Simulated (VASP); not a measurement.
# Ti2BN3 (P4/mmm) in VASP: a series of runs

The runs below take Ti2BN3 through relaxation of cell and atoms, with PBE.

Everything below comes from runs of VASP 6.6.1. Logs are shortened: lines on timing, memory, paths and dates and some standing lists are left out, and cuts for length are marked.

## (1) The cell of the first run

It takes space group P4/mmm (No. 123, tetragonal). The conventional cell has a = 2.804 Å, b = 2.804 Å, c = 7.257 Å, α = 90.00°, β = 90.00°, γ = 90.00°. Within 2.9 Å of Ti (site symmetry 4mm) lie 8 N at 2.08 to 2.44 Å and 1 B at 2.21 Å and 5 Ti at 2.80 to 2.84 Å. B (site symmetry 4/mmm) has 2 Ti at 2.21 Å and 8 N at 2.53 Å and 4 B at 2.80 Å within 2.9 Å. N (site symmetry 4/mmm) has 6 N at 2.05 to 2.80 Å and 8 Ti at 2.44 Å within 2.9 Å. Within 2.9 Å of N (site symmetry 4mm) lie 5 N at 2.05 to 2.80 Å and 4 Ti at 2.08 Å and 4 B at 2.53 Å.

The cell was built from a structure type or drawn by symmetry, and may not be a known phase.

## (2) Relaxation of cell and atoms, PBE

File INCAR:

```
PREC = Accurate
ENCUT = 600
EDIFF = 1E-6
ISMEAR = 0
SIGMA = 0.1
LREAL = False
LASPH = True
NELM = 60
ALGO = Normal
ISIF = 3
LWAVE = False
LCHARG = False
GGA = PE
IBRION = 2
NSW = 100
EDIFFG = -0.01
```

File KPOINTS:

```
Automatic mesh
0
Gamma
  14 14 6
```

File POSCAR:

```
Ti2BN3
1.0
    2.8038651276      0.0000000000      0.0000000000
    0.0000000000      2.8038651276      0.0000000000
    0.0000000000      0.0000000000      7.2570710289
Ti B N
2 1 3
Direct
    0.5000000000      0.5000000000      0.8043932692
    0.5000000000      0.5000000000      0.1956067308
    0.5000000000      0.5000000000      0.5000000000
    0.0000000000      0.0000000000      0.0000000000
    0.0000000000      0.0000000000      0.7175131708
    0.0000000000      0.0000000000      0.2824868292
```

Potentials or basis: VASP PAW PBE potentials, release 64 (Ti_sv, B, N).

Command:

```console
$ cat potpaw_PBE.64/Ti_sv/POTCAR potpaw_PBE.64/B/POTCAR potpaw_PBE.64/N/POTCAR > POTCAR
$ mpirun -np 1 vasp_std > vasp.out
```

OUTCAR:

```text
PREC = Accurate
   ENCUT = 600
   EDIFF = 1E-6
   ISMEAR = 0
   LREAL = False
   LASPH = True
   NELM = 60
   ISIF = 3
   GGA = PE
   IBRION = 2
   NSW = 100
   EDIFFG = -0.01

 ion  position               nearest neighbor table
   1  0.500  0.500  0.804-   5 2.08   5 2.08   5 2.08   5 2.08   3 2.21   2 2.84
   2  0.500  0.500  0.196-   6 2.08   6 2.08   6 2.08   6 2.08   3 2.21   1 2.84
   3  0.500  0.500  0.500-   1 2.21   2 2.21
   4  0.000  0.000  0.000-
   5  0.000  0.000  0.718-   1 2.08   1 2.08   1 2.08   1 2.08
   6  0.000  0.000  0.282-   2 2.08   2 2.08   2 2.08   2 2.08

  LATTYP: Found a simple tetragonal cell.
 ALAT       =     2.8038651276
 C/A-ratio  =     2.5882382706

  Lattice vectors:

 A1 = (   2.8038651276,   0.0000000000,   0.0000000000)
 A2 = (   0.0000000000,   2.8038651276,   0.0000000000)
 A3 = (   0.0000000000,   0.0000000000,   7.2570710289)

Analysis of symmetry for initial positions (statically):
=====================================================================
 Subroutine PRICEL returns:
 Original cell was already a primitive cell.

 Routine SETGRP: Setting up the symmetry group for a
 simple tetragonal supercell.

 Subroutine GETGRP returns: Found 16 space group operations
 (whereof 16 operations were pure point group operations)
 out of a pool of 16 trial point group operations.

The static configuration has the point symmetry D_4h.

Analysis of symmetry for dynamics (positions and initial velocities):
=====================================================================
 Subroutine PRICEL returns:
 Original cell was already a primitive cell.

 Routine SETGRP: Setting up the symmetry group for a
 simple tetragonal supercell.

 Subroutine GETGRP returns: Found 16 space group operations
 (whereof 16 operations were pure point group operations)
 out of a pool of 16 trial point group operations.

The dynamic configuration has the point symmetry D_4h.

 Subroutine INISYM returns: Found 16 space group operations
 (whereof 16 operations are pure point group operations),
 and found     1 'primitive' translations

----------------------------------------------------------------------------------------

                                     Primitive cell

  volume of cell :      57.0526

  direct lattice vectors                    reciprocal lattice vectors
     2.803865128  0.000000000  0.000000000     0.356650536  0.000000000  0.000000000
     0.000000000  2.803865128  0.000000000     0.000000000  0.356650536  0.000000000
     0.000000000  0.000000000  7.257071029     0.000000000  0.000000000  0.137796639

  length of vectors
     2.803865128  2.803865128  7.257071029     0.356650536  0.356650536  0.137796639

  position of ions in fractional coordinates (direct lattice)
     0.500000000  0.500000000  0.804393269
     0.500000000  0.500000000  0.195606731
     0.500000000  0.500000000  0.500000000
     0.000000000  0.000000000  0.000000000
     0.000000000  0.000000000  0.717513171
     0.000000000  0.000000000  0.282486829

  ion indices of the primitive-cell ions
   primitive index   ion index
                 1           1
                 2           2
                 3           3
                 4           4
                 5           5
                 6           6

----------------------------------------------------------------------------------------

 KPOINTS: Automatic mesh

Automatic generation of k-mesh.
 Grid dimensions read from file:
 generate k-points for:   14   14    6

 Generating k-lattice:

  Cartesian coordinates                     Fractional coordinates (reciprocal lattice)
     0.025475038  0.000000000  0.000000000     0.071428571  0.000000000  0.000000000
     0.000000000  0.025475038  0.000000000     0.000000000  0.071428571  0.000000000
     0.000000000  0.000000000  0.022966107     0.000000000  0.000000000  0.166666667

  Length of vectors
     0.025475038  0.025475038  0.022966107

  Shift w.r.t. Gamma in fractional coordinates (k-lattice)
     0.000000000  0.000000000  0.000000000

 Subroutine IBZKPT returns following result:
 ===========================================

 Found    144 irreducible k-points:

 Following reciprocal coordinates:
            Coordinates               Weight
  0.000000  0.000000  0.000000      1.000000
  0.071429  0.000000  0.000000      4.000000
  0.142857  0.000000  0.000000      4.000000
  0.214286  0.000000  0.000000      4.000000
  0.285714  0.000000  0.000000      4.000000
  0.357143  0.000000  0.000000      4.000000
[... 16 lines left out ...]
  0.285714  0.214286  0.000000      8.000000
  0.357143  0.214286  0.000000      8.000000
 [... further k-points ...]
   k-points           NKPTS =    144   k-points in BZ     NKDIM =    144   number of bands    NBANDS=     25
   number of dos      NEDOS =    301   number of ions     NIONS =      6
   total plane-waves  NPLWV =  34560
   dimension x,y,z NGX =    24 NGY =   24 NGZ =   60
[... 67 lines left out ...]

  FORCE on cell =-STRESS in cart. coord.  units (eV):
  Direction    XX          YY          ZZ          XY          YZ          ZX
  --------------------------------------------------------------------------------------
  -------------------------------------------------------------------------------------
  Total        0.1489179      0.1489179     -0.3003553      0.0000000      0.0000000     -0.0000000
  in kB        4.1819792      4.1819792     -8.4347114      0.0000000      0.0000000     -0.0000000
  external PRESSURE =      -0.0235844 kB  Pullay stress =       0.0000000 kB

 VOLUME and BASIS-vectors are now :
 -----------------------------------------------------------------------------
  energy-cutoff  :      600.00
  volume of cell :       57.05
      direct lattice vectors                 reciprocal lattice vectors
     2.803865128  0.000000000  0.000000000     0.356650536  0.000000000  0.000000000
     0.000000000  2.803865128  0.000000000     0.000000000  0.356650536  0.000000000
     0.000000000  0.000000000  7.257071029     0.000000000  0.000000000  0.137796639
[... 281 lines left out ...]
 POSITION                                       TOTAL-FORCE (eV/Angst)
 -----------------------------------------------------------------------------------
      1.40118      1.40118      5.81166        -0.000000     -0.000000     -0.021992
      1.40118      1.40118      1.41128         0.000000      0.000000      0.021992
      1.40118      1.40118      3.61147        -0.000000      0.000000      0.000000
      0.00000      0.00000      0.00000        -0.000000      0.000000      0.000000
      0.00000      0.00000      5.16581        -0.000000      0.000000     -0.003159
      2.80237      0.00000      2.05713         0.000000      0.000000      0.003159
 -----------------------------------------------------------------------------------
    total drift:                                0.000000     -0.000000     -0.000000

  FREE ENERGIE OF THE ION-ELECTRON SYSTEM (eV)
  ---------------------------------------------------
  free  energy   TOTEN  =       -46.5404243320 eV

  energy  without entropy=      -46.5327062914  energy(sigma->0) =      -46.53656531

--------------------------------------- Ionic step        9  -------------------------------------------

 number of electron      41.9999995 magnetization

 Free energy of the ion-electron system (eV)
  ---------------------------------------------------
  ext. energy  EPLUGINS =         0.00000000
  ---------------------------------------------------
  free energy    TOTEN  =       -46.54045696 eV

  energy without entropy =      -46.53273852  energy(sigma->0) =      -46.53659774

 E-fermi :   8.4332     XC(G=0): -12.4065

 val. band max:        8.4227081634   @ k =   0.4286   0.2143   0.5000
 cond. band min:       8.4453042311   @ k =   0.1429   0.0714   0.0000
 fundamental gap:      0.0225960678
 Fermi energy:         8.4332158888

 k-point     1 :       0.0000    0.0000    0.0000
  band No.  band energies     occupation
      1     -48.6232      2.00000
      2     -48.5934      2.00000
      3     -24.9733      2.00000
      4     -24.7176      2.00000
      5     -24.6665      2.00000
      6     -24.6665      2.00000
[... 17 lines left out ...]
     24      10.3417      0.00000
     25      10.8419      0.00000
[... 621 lines left out ...]
      3     -25.1284      2.00000
      4     -25.0888      2.00000
      5     -24.8679      2.00000
      6     -24.8300      2.00000
[... 17 lines left out ...]
     24      10.1527      0.00000
     25      10.5500      0.00000

 [... further k-points ...]

------------------------ aborting loop because EDIFF is reached ----------------------------------------

  FORCE on cell =-STRESS in cart. coord.  units (eV):
  Direction    XX          YY          ZZ          XY          YZ          ZX
  --------------------------------------------------------------------------------------
  -------------------------------------------------------------------------------------
  Total        0.0157705      0.0157705      0.0233986      0.0000000      0.0000000      0.0000000
  in kB        0.4453022      0.4453022      0.6606912      0.0000000      0.0000000      0.0000000
  external PRESSURE =       0.5170985 kB  Pullay stress =       0.0000000 kB

 VOLUME and BASIS-vectors are now :
 -----------------------------------------------------------------------------
  energy-cutoff  :      600.00
  volume of cell :       56.74
      direct lattice vectors                 reciprocal lattice vectors
     2.802571829  0.000000000 -0.000000000     0.356815119  0.000000000 -0.000000000
     0.000000000  2.802571829  0.000000000     0.000000000  0.356815119  0.000000000
     0.000000000  0.000000000  7.224180684     0.000000000  0.000000000  0.138424002

 POSITION                                       TOTAL-FORCE (eV/Angst)
 -----------------------------------------------------------------------------------
      1.40129      1.40129      5.81183        -0.000000     -0.000000     -0.007978
      1.40129      1.40129      1.41235         0.000000      0.000000      0.007978
      1.40129      1.40129      3.61209         0.000000     -0.000000      0.000000
      0.00000      0.00000      0.00000         0.000000     -0.000000      0.000000
      0.00000      0.00000      5.16645        -0.000000     -0.000000     -0.001229
      0.00000      0.00000      2.05773         0.000000      0.000000      0.001229
 -----------------------------------------------------------------------------------
    total drift:                                0.000000     -0.000000      0.000000

  FREE ENERGIE OF THE ION-ELECTRON SYSTEM (eV)
  ---------------------------------------------------
  free  energy   TOTEN  =       -46.5404569637 eV

  energy  without entropy=      -46.5327385180  energy(sigma->0) =      -46.53659774

 reached required accuracy - stopping structural energy minimisation
```

Wall time 18 min (1 thread of AMD EPYC 7R43 (Zen 3), shared host); peak memory 0.33 GiB.

Results:

| Quantity | Value |
| --- | --- |
| Free energy | -46.5405 eV |
| Relaxed volume | 9.46 Å³/atom |
| Relaxed cell | a = 2.803 Å, b = 2.803 Å, c = 7.224 Å, α = 90.00°, β = 90.00°, γ = 90.00° |
| Space group after relaxing (to 0.1 Å) | P4/mmm (No. 123) |
| Energy gained by relaxing | 0.3 meV/atom |
| Ionic steps | 9 |
| Pressure after relaxing | 0.1 GPa |
| Largest force after relaxing | 0.008 eV/Å |
| Band gap on the k mesh | zero (bands 21 and 22 overlap by 1.81 eV) |

Forces in eV/Å, atoms in the order of the input:
```
Ti   0.000  0.000 -0.008
Ti   0.000  0.000  0.008
B    0.000  0.000  0.000
N    0.000  0.000  0.000
N    0.000  0.000 -0.001
N    0.000  0.000  0.001
```

Step by step:
| step | energy change (eV) | largest force (eV/Å) | pressure (GPa) | volume (Å³) |
| --- | --- | --- | --- | --- |
| 1 | 0.0000 | 0.0518 | 0.00 | 57.05 |
| 2 | -0.0007 | 0.0342 | -0.31 | 57.05 |
| 3 | -0.0007 | 0.0344 | -0.30 | 57.05 |
| 4 | -0.0010 | 0.0471 | 0.08 | 56.90 |
| 5 | -0.0010 | 0.0517 | 0.23 | 56.85 |
| 6 | -0.0012 | 0.0405 | 0.18 | 56.82 |
| 7 | -0.0015 | 0.0198 | 0.06 | 56.73 |
| 8 | -0.0015 | 0.0220 | 0.05 | 56.72 |
| 9 | -0.0015 | 0.0080 | 0.05 | 56.74 |

Final structure:
```xyz
6
Lattice="2.8026 0.0000 0.0000 0.0000 2.8026 0.0000 0.0000 0.0000 7.2242" Properties=species:S:1:pos:R:3 pbc="T T T"
Ti    1.4013    1.4013    5.8118
Ti    1.4013    1.4013    1.4124
B     1.4013    1.4013    3.6121
N     0.0000    0.0000    0.0000
N     0.0000    0.0000    5.1665
N     0.0000    0.0000    2.0577
```

## (3) Relaxation of cell and atoms, PBE, collinear spin

This run uses another cell than the first one, of 12.84 Å³/atom.

File INCAR:

```
PREC = Accurate ; ENCUT = 600
EDIFF = 1E-6 ; ISMEAR = 0
SIGMA = 0.1 ; LREAL = F
LASPH = T ; NELM = 150
ALGO = Normal ; ISIF = 3
LWAVE = F ; LCHARG = F
ISPIN = 2 ; MAGMOM = 1 1 0 0 0 0
LORBIT = 11 ; LMAXMIX = 4
GGA = PE ; IBRION = 2
NSW = 90 ; EDIFFG = -0.04
```

File KPOINTS:

```
Automatic mesh
0
Gamma
  6 6 2
```

File POSCAR:

```
Ti2BN3
1.0
    2.8460664400      0.0000000000      0.0000000000
    0.0000000000      2.8460664400      0.0000000000
    0.0000000000      0.0000000000      9.5138523000
Ti B N
2 1 3
Direct
    0.5000000000      0.5000000000      0.8473602500
    0.5000000000      0.5000000000      0.1526397500
    0.5000000000      0.5000000000      0.5000000000
    0.0000000000      0.0000000000      0.0000000000
    0.0000000000      0.0000000000      0.7145522800
    0.0000000000      0.0000000000      0.2854477200
```

Potentials or basis: VASP PAW PBE potentials, release 64 (Ti_sv, B, N).

Command:

```console
$ cat potpaw_PBE.64/Ti_sv/POTCAR potpaw_PBE.64/B/POTCAR potpaw_PBE.64/N/POTCAR > POTCAR
$ mpirun -np 1 vasp_std > vasp.out
```

Wall time 25 min (1 thread of AMD EPYC 7R43 (Zen 3), shared host); peak memory 0.28 GiB.

It converged, with:

```
Free energy                                           : -46.4243 eV
Relaxed volume                                        : 9.65 Å³/atom
Relaxed cell                                          : a = 2.802 Å, b = 2.802 Å, c = 7.372 Å, α = 90.00°, β = 90.00°, γ = 90.00°
Space group after relaxing (to 0.1 Å)                 : P4/mmm (No. 123)
Energy gained by relaxing                             : 726.1 meV/atom
Ionic steps                                           : 23
Pressure after relaxing                               : -0.3 GPa
Largest force after relaxing                          : 0.031 eV/Å
Band gap on the k mesh                                : zero (filled and empty bands overlap)
Net moment                                            : 0.00 μB per cell
Valence electrons inside the program's atomic spheres : Ti 10.40; B 1.49; N 3.52, 3.62 (each value once)
```

Forces in eV/Å, atoms in the order of the input:
```
Ti   0.000  0.000 -0.018
Ti   0.000  0.000  0.018
B    0.000  0.000  0.000
N    0.000  0.000  0.000
N    0.000  0.000 -0.031
N    0.000  0.000  0.031
```

Stress tensor (GPa, compression positive):
```
-0.20  0.00  0.00
 0.00 -0.20  0.00
 0.00  0.00 -0.56
```

Step by step:
| step | energy change (eV) | largest force (eV/Å) | pressure (GPa) | volume (Å³) |
| --- | --- | --- | --- | --- |
| 1 | 0.0000 | 3.2050 | -29.42 | 77.06 |
| 2 | -2.7298 | 0.9277 | 31.57 | 53.62 |
| 3 | -3.1324 | 1.7344 | 5.84 | 58.46 |
| 4 | -3.1329 | 1.6677 | 7.28 | 58.13 |
| 5 | -3.7633 | 0.7859 | 3.76 | 59.09 |
| 6 | -4.1048 | 1.2500 | 2.40 | 60.61 |
| 7 | -4.1962 | 0.2712 | 0.95 | 60.01 |
| 8 | -4.2386 | 0.4198 | 1.01 | 60.20 |
| 9 | -4.2461 | 0.6188 | 1.12 | 60.32 |
| 10 | -4.2461 | 0.5623 | 1.07 | 60.29 |
| 11 | -4.2733 | 0.3585 | -3.73 | 61.01 |
| 12 | -4.2733 | 0.3510 | -3.60 | 61.00 |
| 13 | -4.2954 | 0.3097 | -3.17 | 60.54 |
| 14 | -4.3381 | 0.1721 | -1.45 | 59.17 |
| 15 | -4.2719 | 0.9207 | 3.36 | 56.47 |
| 16 | -4.3416 | 0.1861 | -0.58 | 58.69 |
| 17 | -4.3419 | 0.1862 | -0.42 | 58.54 |
| 18 | -4.3520 | 0.1249 | 0.26 | 58.17 |
| 19 | -4.3543 | 0.1127 | 0.93 | 57.77 |
| 20 | -4.3544 | 0.1095 | 0.90 | 57.83 |
| 21 | -4.3557 | 0.0472 | -0.83 | 58.07 |
| 22 | -4.3560 | 0.0296 | -0.39 | 58.00 |
| 23 | -4.3566 | 0.0312 | -0.32 | 57.89 |

Final structure:
```
Ti B N
1.0
     2.80229    0.00000    0.00000
     0.00000    2.80229    0.00000
     0.00000    0.00000    7.37196
Ti B N
2 1 3
Direct
  0.50000 0.50000 0.80294
  0.50000 0.50000 0.19706
  0.50000 0.50000 0.50000
  0.00000 0.00000 0.00000
  0.00000 0.00000 0.71990
  0.00000 0.00000 0.28010
```

Levels at points of the mesh, in eV from the Fermi level:
Spin up:
```csv
k point,band 18,band 19,band 20,band 21,band 22,band 23,band 24,band 25
"(0.00, 0.00, 0.00)",-1.67,-1.66,-1.66,-1.37,-0.90,-0.06,1.96,2.29
"(0.50, 0.00, 0.00)",-3.73,-3.42,-1.08,0.04,1.55,1.57,1.89,2.35
"(0.50, 0.50, 0.00)",-4.49,-3.41,-2.30,-0.24,1.35,1.35,1.70,2.02
"(0.00, 0.00, 0.50)",-1.90,-1.66,-1.66,-1.65,-1.39,1.79,2.22,2.30
"(0.50, 0.00, 0.50)",-3.76,-1.48,-1.44,-0.89,0.06,1.78,1.99,2.04
"(0.50, 0.50, 0.50)",-4.53,-3.20,-1.48,-1.13,1.25,1.25,1.77,2.15
```
Spin down:
```tsv
k point	band 19	band 20	band 21	band 22	band 23	band 24
(0.00, 0.00, 0.00)	-1.66	-1.66	-1.37	-0.90	-0.06	1.96
(0.50, 0.00, 0.00)	-3.42	-1.08	0.04	1.55	1.57	1.89
(0.50, 0.50, 0.00)	-3.41	-2.30	-0.24	1.35	1.35	1.70
(0.00, 0.00, 0.50)	-1.66	-1.66	-1.65	-1.39	1.79	2.22
(0.50, 0.00, 0.50)	-1.48	-1.44	-0.89	0.06	1.78	1.99
(0.50, 0.50, 0.50)	-3.20	-1.48	-1.13	1.25	1.25	1.77
```

Caveat: the k points lie up to 0.43 Å⁻¹ apart in the final cell, too coarse for converged energies and pressures of a metal; the volume moved by over 15 % at a fixed basis, so the end points are rough.
